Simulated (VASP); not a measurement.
A run of VASP 6.6.1:

Contents of INCAR:

```
SYSTEM = C
PREC = Accurate
ENCUT = 520
EDIFF = 1E-7
ISMEAR = 0
SIGMA = 0.05
LREAL = .FALSE.
LASPH = .TRUE.
NELM = 60
ALGO = Normal
ISIF = 2
LWAVE = .FALSE.
LCHARG = .TRUE.
GGA = PS
IVDW = 12
LELF = .TRUE.
LVHAR = .TRUE.
NBANDS = 11
```

The input KPOINTS:

```
regular mesh
0
G
  15 15 15
  0 0 0
```

Contents of POSCAR:

```
C
1.0
    1.2290461105      0.7095901028      3.2829684898
   -1.2290461105      0.7095901028      3.2829684898
    0.0000000000     -1.4191802055      3.2829684898
C
2
Direct
    0.1809269058      0.1809269058      0.1668342627
    0.8190730942      0.8190730942      0.8331657373
```

Potentials or basis: VASP PAW PBE potentials, release 64 (C).

Command:

```bash
$ cat potpaw_PBE.64/C/POTCAR > POTCAR
$ mpirun -np 1 vasp_std > vasp.out
```

Hardware: 1 thread of AMD EPYC 7R13, on a shared host.

Question: How long does it take, and how much memory?

Answer: It took 6.5 min on 1 thread of AMD EPYC 7R13, on a shared host, peak memory 0.24 GiB. Counts: scf iterations 13, k points 904.
